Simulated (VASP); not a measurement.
Wanted: the native input for a VASP 6.6.1 run.

| Item | Value |
| --- | --- |
| Task | single point |
| Functional | r2SCAN |
| Potentials or basis | VASP PAW PBE potentials, release 64 (Cd, Hg, S) |
| Cutoff | 520 eV |
| k mesh | 1 × 1 × 1 |
| Occupations | fermi-dirac, width 0.05 eV |
| Spin | no spin polarisation |
| Dipole correction | no |
| Further INCAR settings | LREAL = Auto; ALGO = Normal; EDIFF = 1e-07; NBANDS = 326 |

The system is Cd13Hg3S16.

```
CELL_PARAMETERS angstrom
11.66707 0.00000 0.00000
0.00000 11.66707 0.00000
0.00000 0.00000 11.66707
ATOMIC_POSITIONS crystal
Cd 0.00047 0.00008 0.00144
Cd 0.00031 0.00030 0.50036
Cd 0.00011 0.50009 0.00002
Cd 0.99991 0.50091 0.50000
Cd 0.50022 0.00010 0.50007
Cd 0.50010 0.50013 0.00084
Cd 0.49982 0.49988 0.50076
Cd 0.24940 0.25059 0.00043
Cd 0.25005 0.24980 0.50134
Cd 0.24902 0.75046 0.50050
Cd 0.75017 0.25134 0.00079
Cd 0.75087 0.74951 0.00138
Cd 0.74961 0.75015 0.50058
Cd 0.24968 0.00098 0.25126
Cd 0.25020 0.00030 0.75062
Cd 0.24993 0.49996 0.75006
Cd 0.75079 0.00009 0.25141
Cd 0.75038 0.50054 0.25034
Cd 0.74976 0.50032 0.75128
Cd 0.99984 0.25026 0.24995
Cd 0.00072 0.25021 0.75034
Cd 0.99988 0.75032 0.25056
Cd 0.00010 0.74941 0.75036
Cd 0.49940 0.25014 0.25097
Cd 0.50043 0.25046 0.75050
Cd 0.50124 0.74994 0.25077
Hg 0.50071 0.00218 0.00227
Hg 0.25041 0.75123 0.00086
Hg 0.75074 0.25189 0.50116
Hg 0.25072 0.49975 0.25245
Hg 0.75258 0.00058 0.75146
Hg 0.50055 0.75118 0.75075
S 0.12498 0.12523 0.12539
S 0.12448 0.12472 0.62531
S 0.12327 0.62447 0.12559
S 0.12488 0.62483 0.62499
S 0.62669 0.12683 0.12725
S 0.62387 0.12467 0.62514
S 0.62469 0.62491 0.12508
S 0.62546 0.62392 0.62438
S 0.37517 0.37413 0.12448
S 0.37487 0.37489 0.62520
S 0.37482 0.87538 0.12739
S 0.37375 0.87584 0.62416
S 0.87510 0.37559 0.12541
S 0.87616 0.37662 0.62669
S 0.87462 0.87520 0.12532
S 0.87573 0.87393 0.62392
S 0.37456 0.12526 0.37561
S 0.37390 0.12587 0.87459
S 0.37568 0.62661 0.37643
S 0.37441 0.62355 0.87516
S 0.87573 0.12472 0.37486
S 0.87646 0.12686 0.87698
S 0.87448 0.62531 0.37506
S 0.87478 0.62509 0.87520
S 0.12348 0.37358 0.37661
S 0.12485 0.37530 0.87502
S 0.12444 0.87508 0.37478
S 0.12347 0.87575 0.87409
S 0.62382 0.37608 0.37413
S 0.62471 0.37502 0.87539
S 0.62497 0.87526 0.37523
S 0.62565 0.87507 0.87662
```

These files were run (other wordings do the same):

POSCAR

```
Cd13Hg3S16
1.0
   11.6670660000      0.0000000000      0.0000000000
    0.0000000000     11.6670660000      0.0000000000
    0.0000000000      0.0000000000     11.6670660000
Cd Hg S
26 6 32
Direct
    0.0004700000      0.0000780000      0.0014390000
    0.0003060000      0.0003040000      0.5003590000
    0.0001120000      0.5000890000      0.0000160000
    0.9999090000      0.5009140000      0.4999990000
    0.5002180000      0.0001030000      0.5000670000
    0.5001040000      0.5001280000      0.0008440000
    0.4998230000      0.4998820000      0.5007640000
    0.2493960000      0.2505880000      0.0004290000
    0.2500520000      0.2497960000      0.5013420000
    0.2490200000      0.7504620000      0.5005050000
    0.7501680000      0.2513390000      0.0007900000
    0.7508720000      0.7495110000      0.0013770000
    0.7496140000      0.7501490000      0.5005760000
    0.2496820000      0.0009790000      0.2512580000
    0.2501970000      0.0002970000      0.7506210000
    0.2499290000      0.4999630000      0.7500560000
    0.7507910000      0.0000850000      0.2514140000
    0.7503750000      0.5005410000      0.2503400000
    0.7497580000      0.5003240000      0.7512790000
    0.9998420000      0.2502560000      0.2499500000
    0.0007240000      0.2502080000      0.7503430000
    0.9998760000      0.7503230000      0.2505560000
    0.0001020000      0.7494090000      0.7503650000
    0.4993960000      0.2501420000      0.2509710000
    0.5004280000      0.2504580000      0.7505040000
    0.5012440000      0.7499420000      0.2507730000
    0.5007120000      0.0021770000      0.0022700000
    0.2504110000      0.7512340000      0.0008590000
    0.7507450000      0.2518850000      0.5011550000
    0.2507230000      0.4997470000      0.2524480000
    0.7525850000      0.0005840000      0.7514590000
    0.5005540000      0.7511850000      0.7507540000
    0.1249800000      0.1252290000      0.1253870000
    0.1244790000      0.1247180000      0.6253140000
    0.1232720000      0.6244680000      0.1255890000
    0.1248850000      0.6248280000      0.6249880000
    0.6266880000      0.1268330000      0.1272460000
    0.6238660000      0.1246680000      0.6251390000
    0.6246850000      0.6249100000      0.1250790000
    0.6254560000      0.6239230000      0.6243840000
    0.3751670000      0.3741300000      0.1244830000
    0.3748670000      0.3748900000      0.6252020000
    0.3748150000      0.8753800000      0.1273870000
    0.3737500000      0.8758400000      0.6241550000
    0.8750990000      0.3755860000      0.1254110000
    0.8761600000      0.3766180000      0.6266940000
    0.8746160000      0.8752020000      0.1253250000
    0.8757270000      0.8739340000      0.6239220000
    0.3745570000      0.1252650000      0.3756140000
    0.3739050000      0.1258700000      0.8745860000
    0.3756820000      0.6266110000      0.3764340000
    0.3744100000      0.6235450000      0.8751560000
    0.8757260000      0.1247190000      0.3748580000
    0.8764570000      0.1268600000      0.8769780000
    0.8744810000      0.6253120000      0.3750620000
    0.8747790000      0.6250940000      0.8751990000
    0.1234840000      0.3735800000      0.3766060000
    0.1248490000      0.3753030000      0.8750160000
    0.1244360000      0.8750760000      0.3747810000
    0.1234660000      0.8757470000      0.8740940000
    0.6238160000      0.3760760000      0.3741290000
    0.6247120000      0.3750190000      0.8753860000
    0.6249710000      0.8752580000      0.3752310000
    0.6256500000      0.8750670000      0.8766200000
```

INCAR.step1

```
SYSTEM = Cd13Hg3S16
ALGO = Normal ; EDIFF = 1E-4
ENCUT = 520 ; GGA = PE
ISMEAR = -1 ; LASPH = .True.
LCHARG = .False. ; LREAL = Auto
LWAVE = .True. ; NBANDS = 326
NELM = 80 ; PREC = Accurate
SIGMA = 0.05
```

INCAR.step2

```
SYSTEM = Cd13Hg3S16
ALGO = Normal ; EDIFF = 1E-7
ENCUT = 520 ; ISIF = 2
ISMEAR = -1 ; ISTART = 1
LASPH = .True. ; LCHARG = .False.
LMIXTAU = .True. ; LREAL = Auto
LWAVE = .False. ; METAGGA = R2SCAN
NBANDS = 326 ; NELM = 80
PREC = Accurate ; SIGMA = 0.05
```

KPOINTS

```
k-points
0
Gamma
  1 1 1
  0 0 0
```

Potentials or basis: VASP PAW PBE potentials, release 64 (Cd, Hg, S).

Run with:

```console
$ cat potpaw_PBE.64/Cd/POTCAR potpaw_PBE.64/Hg/POTCAR potpaw_PBE.64/S/POTCAR > POTCAR
$ cp INCAR.step1 INCAR
$ mpirun -np 1 vasp_gam > vasp.out
$ cp INCAR.step2 INCAR
$ mpirun -np 1 vasp_gam > vasp.out
```

It gave:

```json
{"Pressure": "2.2 GPa", "Largest force": "0.065 eV/Å", "Band gap on the k mesh": "1.19 eV"}
```

Caveat: the k points lie up to 0.54 Å⁻¹ apart; the PAW data sets were made with another functional, which shifts forces and pressure a little; spin-orbit coupling is left out, which moves the levels of the heavy elements; an odd mesh through Γ misses points on the zone boundary, where band edges can lie.

Wall time 34 min on 1 thread of Oxide Virtual Turin-like Processor, on a shared host, peak memory 1.6 GiB.
